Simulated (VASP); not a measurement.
**WSe2: single point with PBE+D3(BJ)**

The system is WSe2, a slab with vacuum.

```xyz
6
Lattice="3.2855 0.0000 0.0000 -1.6427 2.8453 0.0000 0.0000 0.0000 24.2386" Properties=species:S:1:pos:R:3 pbc="T T T"
Se    0.0000    1.8969    4.5000
Se    0.0000    1.8969    7.8693
Se   -0.8214    3.3195   10.9793
Se   -0.8214    3.3195   14.3486
W     1.6427    0.9484    6.1847
W     0.8214    2.3711   12.6640
```

This cell differs from its parent crystal: layers slid over each other.

| Property | Result |
| --- | --- |
| Program | VASP 6.6.1 |
| Task | single point |
| Functional | PBE |
| Dispersion | D3(BJ) |
| Potentials or basis | VASP PAW PBE potentials, release 64 (Se, W_sv) |
| Cutoff | 520 eV |
| k mesh | 9 × 9 × 1 |
| Occupations | gaussian, width 0.05 eV |
| Spin | no spin polarisation |
| Dipole correction | yes |
| Further INCAR settings | ALGO = Normal; EDIFF = 1e-06; NBANDS = 35 |

```yaml
Largest_force: 0.037 eV/Å
Band_gap_on_the_k_mesh: 1.41 eV (least direct gap 1.65 eV)
Dispersion_energy_per_atom: -0.400 eV
```

Forces on the atoms (eV/Å):
```
Se   0.005  0.003 -0.037
Se  -0.003 -0.002 -0.012
Se  -0.003 -0.002  0.012
Se   0.005  0.003  0.037
W   -0.002 -0.001  0.025
W   -0.002 -0.001 -0.025
```

Levels at points of the mesh, in eV from the valence-band top:
```
           k point  band 24  band 25  band 26  band 27  band 28  band 29
(0.00, 0.00, 0.00)    -1.27    -0.72     0.00     2.74     2.83     2.88
```

Wall time 6.6 min on 1 thread of AMD EPYC 7R43 64-Core Processor (Zen 3), on a shared host, peak memory 0.36 GiB.

Caveat: the cell differs from its parent crystal (layers slid over each other); spin-orbit coupling is left out, which moves the levels of the heavy elements.
